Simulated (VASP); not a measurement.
# Tl3HBr2 (P6/mmm) in VASP: further runs, part 2 of 2

VASP 6.6.1. The steps go on from the part before.

## (3) Relaxation of cell and atoms, PBE

This run uses another cell than the first one, of 27.57 Å³/atom, 0.636 times its volume.

The input, INCAR:

```
PREC = Accurate
ENCUT = 600
EDIFF = 1E-6
ISMEAR = 0
SIGMA = 0.1
LREAL = F
LASPH = T
NELM = 80
ALGO = Normal
ISIF = 3
LWAVE = F
LCHARG = F
GGA = PE
IBRION = 2
NSW = 90
EDIFFG = -0.04
```

The input, KPOINTS:

```
regular mesh
0
Gamma
  3 3 4
```

The input, POSCAR:

```
Tl3HBr2
1.0
    6.7388850800      0.0000000000      0.0000000000
   -3.3694425400      5.8360456700      0.0000000000
    0.0000000000      0.0000000000      4.2059377100
Tl H Br
3 1 2
Direct
    0.5000000000      0.5000000000      0.5000000000
    0.5000000000      0.0000000000      0.5000000000
    0.0000000000      0.5000000000      0.5000000000
    0.0000000000      0.0000000000      0.0000000000
    0.6666666700      0.3333333300      0.0000000000
    0.3333333300      0.6666666700      0.0000000000
```

Potentials or basis: VASP PAW PBE potentials, release 64 (Tl_d, H, Br).

On the command line:

```sh
$ cat potpaw_PBE.64/Tl_d/POTCAR potpaw_PBE.64/H/POTCAR potpaw_PBE.64/Br/POTCAR > POTCAR
$ mpirun -np 1 vasp_std > vasp.out
```

OUTCAR:

```text
PREC = Accurate
   ENCUT = 600
   EDIFF = 1E-6
   ISMEAR = 0
   LREAL = F
   LASPH = T
   NELM = 80
   ISIF = 3
   GGA = PE
   IBRION = 2
   NSW = 90
   EDIFFG = -0.04

 ion  position               nearest neighbor table
   1  0.500  0.500  0.500-   5 2.86   6 2.86   5 2.86   6 2.86   2 3.37   2 3.37   3 3.37   3 3.37

   2  0.500  0.000  0.500-   5 2.86   6 2.86   5 2.86   6 2.86   1 3.37   3 3.37   1 3.37   3 3.37

   3  0.000  0.500  0.500-   5 2.86   6 2.86   5 2.86   6 2.86   2 3.37   2 3.37   1 3.37   1 3.37

   4  0.000  0.000  0.000-
   5  0.667  0.333  0.000-   2 2.86   2 2.86   3 2.86   3 2.86   1 2.86   1 2.86
   6  0.333  0.667  0.000-   2 2.86   2 2.86   3 2.86   3 2.86   1 2.86   1 2.86

  LATTYP: Found a hexagonal cell.
 ALAT       =     6.7388850800
 C/A-ratio  =     0.6241296090

  Lattice vectors:

 A1 = (   6.7388850800,   0.0000000000,   0.0000000000)
 A2 = (  -3.3694425400,   5.8360456700,   0.0000000000)
 A3 = (   0.0000000000,   0.0000000000,   4.2059377100)

Analysis of symmetry for initial positions (statically):
=====================================================================
 Subroutine PRICEL returns:
 Original cell was already a primitive cell.

 Routine SETGRP: Setting up the symmetry group for a
 hexagonal supercell.

 Subroutine GETGRP returns: Found 24 space group operations
 (whereof 24 operations were pure point group operations)
 out of a pool of 24 trial point group operations.

The static configuration has the point symmetry D_6h.

Analysis of symmetry for dynamics (positions and initial velocities):
=====================================================================
 Subroutine PRICEL returns:
 Original cell was already a primitive cell.

 Routine SETGRP: Setting up the symmetry group for a
 hexagonal supercell.

 Subroutine GETGRP returns: Found 24 space group operations
 (whereof 24 operations were pure point group operations)
 out of a pool of 24 trial point group operations.

[... 99 lines left out ...]
   ISYM   =      2    0-nonsym 1-usesym 2-fastsym
   POTIM  = 0.5000    time-step for ionic-motion
   TEBEG  =    0.0;   TEEND  =   0.0 temperature during run
   PSTRESS=    0.0 pullay stress
   NELECT =      54.0000    total number of electrons
   NUPDOWN=      -1.0000    fix difference up-down
   EMIN   =  10.00;   EMAX   =-10.00  energy-range for DOS
   EFERMI =   0.00;   METHOD = LEGACY
   ISMEAR =     0;   SIGMA  =   0.10  broadening in eV -4-tet -1-fermi 0-gaus
   EFERMI_NEDOS =   21; number of points for ismear=-14 and -15
   IALGO  =     38    algorithm
   IMIX   =      4    mixing-type and parameters
     AMIX     =   0.40;   BMIX     =  1.00
     AMIX_MAG =   1.60;   BMIX_MAG =  1.00
  volume/ion in A,a.u.               =      27.57       186.04
  Fermi-wavevector in a.u.,A,eV,Ry     =   1.127240  2.130174 17.288502  1.270669
  Thomas-Fermi vector in A             =   2.263925
   LORBIT       =      0    0 simple, 1 ext, 2 COOP (PROOUT), +10 PAW based schemes
   GGA     = PE    functional components
   LHFCALC =     F    Hartree Fock is set to
   AEXX    =    0.0000 exact exchange contribution
   IVDW    =     0    specifies the selected vdW correction
   LEPSILON=     F    determine dielectric tensor
   LRPA    =     F    only Hartree local field effects (RPA)
 conjugate gradient relaxation of ions
 non-spin polarized calculation
 Gauss-broadening in eV      SIGMA  =   0.10
  energy-cutoff  :      600.00
  volume of cell :      165.41
 maximum number of plane-waves:      5543
 NGX is ok and might be reduce to    54
   NGX = 27   NGY = 27   NGZ = 17

--------------------------------------- Ionic step        1  -------------------------------------------

 number of electron      54.0000006 magnetization

 Free energy of the ion-electron system (eV)
  ---------------------------------------------------
  ext. energy  EPLUGINS =         0.00000000
  ---------------------------------------------------
  free energy    TOTEN  =       -11.17031389 eV

  energy without entropy =      -11.16340222  energy(sigma->0) =      -11.16685806

------------------------ aborting loop because EDIFF is reached ----------------------------------------

  FORCE on cell =-STRESS in cart. coord.  units (eV):
  Direction    XX          YY          ZZ          XY          YZ          ZX
  --------------------------------------------------------------------------------------
  -------------------------------------------------------------------------------------
  Total       11.0872015     11.0872015     22.5518099      0.0000000      0.0000000      0.0000000
  in kB      107.3897808    107.3897807    218.4350951      0.0000000      0.0000000      0.0000000
  external PRESSURE =     144.4048856 kB  Pullay stress =       0.0000000 kB
[... 307 lines left out ...]
--------------------------------------- Ionic step        9  -------------------------------------------

 number of electron      53.9999988 magnetization

 Free energy of the ion-electron system (eV)
  ---------------------------------------------------
  ext. energy  EPLUGINS =         0.00000000
  ---------------------------------------------------
  free energy    TOTEN  =       -13.72326566 eV

  energy without entropy =      -13.71726928  energy(sigma->0) =      -13.72026747

 E-fermi :   1.4171     XC(G=0):  -6.8691

 val. band max:        1.3750503413   @ k =   0.3333   0.3333   0.5000
 cond. band min:       1.6438438223   @ k =   0.0000   0.0000   0.5000
 fundamental gap:      0.2687934810
 Fermi energy:         1.4171066723

 k-point     1 :       0.0000    0.0000    0.0000
  band No.  band energies     occupation
      1     -14.4992      2.00000
      2     -14.3702      2.00000
      3     -10.9399      2.00000
      4     -10.9399      2.00000
      5     -10.9209      2.00000
      6     -10.9016      2.00000
[... 337 lines left out ...]
  FREE ENERGIE OF THE ION-ELECTRON SYSTEM (eV)
  ---------------------------------------------------
  free  energy   TOTEN  =       -13.7232656574 eV

  energy  without entropy=      -13.7172692795  energy(sigma->0) =      -13.72026747

 reached required accuracy - stopping structural energy minimisation
```

OSZICAR:

```text
N       E                     dE             d eps       ncg     rms          rms(c)
DAV:   1     0.355458268570E+03    0.35546E+03   -0.28907E+04   576   0.169E+03
DAV:   2     0.930407268047E+01   -0.34615E+03   -0.33945E+03   664   0.341E+02
DAV:   3    -0.118679465704E+02   -0.21172E+02   -0.21060E+02   688   0.663E+01
[... 97 lines left out ...]
DAV:   3    -0.137236414472E+02    0.10818E-01   -0.39486E-02   592   0.108E+00    0.356E-01
DAV:   4    -0.137233561114E+02    0.28534E-03   -0.12758E-03   600   0.159E-01    0.185E-01
DAV:   5    -0.137232636100E+02    0.92501E-04   -0.36148E-04   656   0.921E-02    0.334E-02
DAV:   6    -0.137232649562E+02   -0.13462E-05   -0.38859E-05   648   0.269E-02    0.129E-02
DAV:   7    -0.137232656574E+02   -0.70116E-06   -0.36567E-06   424   0.910E-03
   9 F= -.13723266E+02 E0= -.13720267E+02  d E =-.468559E-02
```

CONTCAR:

```text
Tl3HBr2
   1.00000000000000
     8.0688424231806994    0.0000000000000000    0.0000000000000000
    -4.0344212115903497    6.9878225135506824   -0.0000000000000000
     0.0000000000000000   -0.0000000000000000    4.6229825700389355
  Tl              H               Br
     3     1     2
Direct
     0.5000000000000000    0.5000000000000000    0.5000000000000000
     0.5000000000000000    0.0000000000000000    0.5000000000000000
     0.0000000000000000    0.5000000000000000    0.5000000000000000
     0.0000000000000000    0.0000000000000000    0.0000000000000000
     0.6666666699999979    0.3333333300000021    0.0000000000000000
     0.3333333300000021    0.6666666699999979    0.0000000000000000

  0.00000000E+00  0.00000000E+00  0.00000000E+00
  0.00000000E+00  0.00000000E+00  0.00000000E+00
  0.00000000E+00  0.00000000E+00  0.00000000E+00
  0.00000000E+00  0.00000000E+00  0.00000000E+00
  0.00000000E+00  0.00000000E+00  0.00000000E+00
  0.00000000E+00  0.00000000E+00  0.00000000E+00
```

It took 6.4 min on 1 thread of Intel Xeon Platinum 8488C (Sapphire Rapids), shared host; peak memory 0.35 GiB.

Results:

```yaml
Free_energy: -13.7233 eV
Relaxed_volume: 43.44 Å³/atom
Relaxed_cell: a = 8.069 Å, b = 8.069 Å, c = 4.623 Å, α = 90.00°, β = 90.00°, γ = 120.00°
Space_group_after_relaxing_to_0.05_Å: P6/mmm (No. 191)
Energy_gained_by_relaxing: 425.5 meV/atom
Ionic_steps: 9
Pressure_after_relaxing: 0.0 GPa
Band_gap_on_the_k_mesh: zero (band 27 reaches 1.38 eV, above the bottom of band 28 at 1.09 eV)
```

Step by step:
| step | energy change (eV) | largest force (eV/Å) | pressure (GPa) | volume (Å³) |
| --- | --- | --- | --- | --- |
| 1 | 0.0000 | 0.0000 | 14.44 | 165.41 |
| 2 | -2.4073 | 0.0000 | 0.29 | 231.80 |
| 3 | -2.4073 | 0.0000 | 0.28 | 231.80 |
| 4 | -2.4402 | 0.0000 | 0.28 | 234.58 |
| 5 | -2.5112 | 0.0000 | 0.28 | 242.72 |
| 6 | -2.5443 | 0.0000 | 0.28 | 257.95 |
| 7 | -2.5483 | 0.0000 | 0.28 | 255.11 |
| 8 | -2.5514 | 0.0000 | -0.15 | 263.95 |
| 9 | -2.5530 | 0.0000 | 0.00 | 260.66 |

Final structure:
```yaml
crystal:
  lattice:
    - [8.06884, 0.00000, 0.00000]
    - [-4.03442, 6.98782, 0.00000]
    - [0.00000, 0.00000, 4.62298]
  atoms:
    - { symbol: Tl, position: [0.50000, 0.50000, 0.50000] }
    - { symbol: Tl, position: [0.50000, 0.00000, 0.50000] }
    - { symbol: Tl, position: [0.00000, 0.50000, 0.50000] }
    - { symbol: H, position: [0.00000, 0.00000, 0.00000] }
    - { symbol: Br, position: [0.66667, 0.33333, 0.00000] }
    - { symbol: Br, position: [0.33333, 0.66667, 0.00000] }
```

Levels at points of the mesh, in eV from the Fermi level:
```
           k point  band 25  band 26  band 27  band 28  band 29  band 30
(0.00, 0.00, 0.00)    -2.48    -2.48    -0.54    -0.32     0.56     0.56
(0.00, 0.00, 0.50)    -3.57    -2.20    -0.33     0.23     0.23     1.04
```

Caveat: the k points lie up to 0.34 Å⁻¹ apart in the final cell; the volume moved by over 15 % at a fixed basis, so the end points are rough; spin-orbit coupling is left out, which moves the levels of the heavy elements.
